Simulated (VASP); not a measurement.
The system is AlNi3.

```xyz
4
Lattice="3.5231 0.0000 0.0000 0.0000 3.5231 0.0000 0.0000 0.0000 3.5231" Properties=species:S:1:pos:R:3 pbc="T T T"
Al    0.0000    0.0000    0.0000
Ni    0.0000    1.7615    1.7615
Ni    1.7615    0.0000    1.7615
Ni    1.7615    1.7615    0.0000
```

```yaml
Program: VASP 6.6.1
Task: relaxation of cell and atoms
Functional: PBE
Potentials_or_basis: VASP PAW PBE potentials, release 64 (Al, Ni)
Cutoff: 600 eV
k_mesh: 12 × 12 × 12
Occupations: gaussian, width 0.1 eV
Spin: collinear spin, ferromagnetic start
Starting_moments: "[0.0, 0.3, 0.3, 0.3] μB"
```

At the start: pressure 7.2 GPa; volume 10.93 Å³/atom.

Task: How do energy, volume and symmetry change on relaxing?

Result: Over 5 steps the energy falls by 5.5 meV/atom and the volume is 11.33 Å³/atom (+3.6 %); space group Pm-3m (No. 221, to 0.05 Å); moment 0.00 μB per cell.

Step by step:
```tsv
step	energy change (eV)	largest force (eV/Å)	pressure (GPa)	volume (Å³)
1	0.0000	0.0000	7.21	43.73
2	0.0081	0.0000	-5.80	46.92
3	-0.0216	0.0000	0.93	45.10
4	-0.0221	0.0000	-0.13	45.34
5	-0.0221	0.0000	0.00	45.31
```

Final structure:
```xyz
4
Lattice="3.5650 0.0000 0.0000 0.0000 3.5650 0.0000 0.0000 0.0000 3.5650" Properties=species:S:1:pos:R:3 pbc="T T T"
Al    0.0000    0.0000    0.0000
Ni    0.0000    1.7825    1.7825
Ni    1.7825    0.0000    1.7825
Ni    1.7825    1.7825    0.0000
```
